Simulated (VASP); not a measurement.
Input of a VASP 6.6.1 run:

INCAR

```
SYSTEM = Be
ALGO = Normal
EDIFF = 1E-7
ENCUT = 520
GGA = PS
ISIF = 2
ISMEAR = -1
LASPH = .True.
LCHARG = .False.
LREAL = .False.
LWAVE = .False.
NBANDS = 7
NELM = 100
PREC = Accurate
SIGMA = 0.03
```

The input KPOINTS:

```
k-points
0
Gamma
  23 23 23
  0 0 0
```

The input POSCAR:

```
Be
1.0
   -1.2155273228      1.2531209513      1.2531209513
    1.2531209513     -1.2155273228      1.2531209513
    1.2531209513      1.2531209513     -1.2155273228
Be
1
Direct
    0.0000000000      0.0000000000      0.0000000000
```

Potentials or basis: VASP PAW PBE potentials, release 64 (Be).

Run with:

```sh
$ cat potpaw_PBE.64/Be/POTCAR > POTCAR
$ mpirun -np 1 vasp_std > vasp.out
```

**Question.** Estimate the pressure.

**Answer.** -1.1 GPa.

**Question.** Estimate the band gap on the k mesh.

**Answer.** Zero (bands 1 and 2 overlap by 4.77 eV).

Stress tensor (GPa, compression positive):
```
-1.15 -5.69 -5.69
-5.69 -1.15 -5.69
-5.69 -5.69 -1.15
```

Caveat: the cell differs from its parent crystal (equal xy, yz and zx shear strains of +3 %); the PAW data sets were made with another functional, which shifts forces and pressure a little.
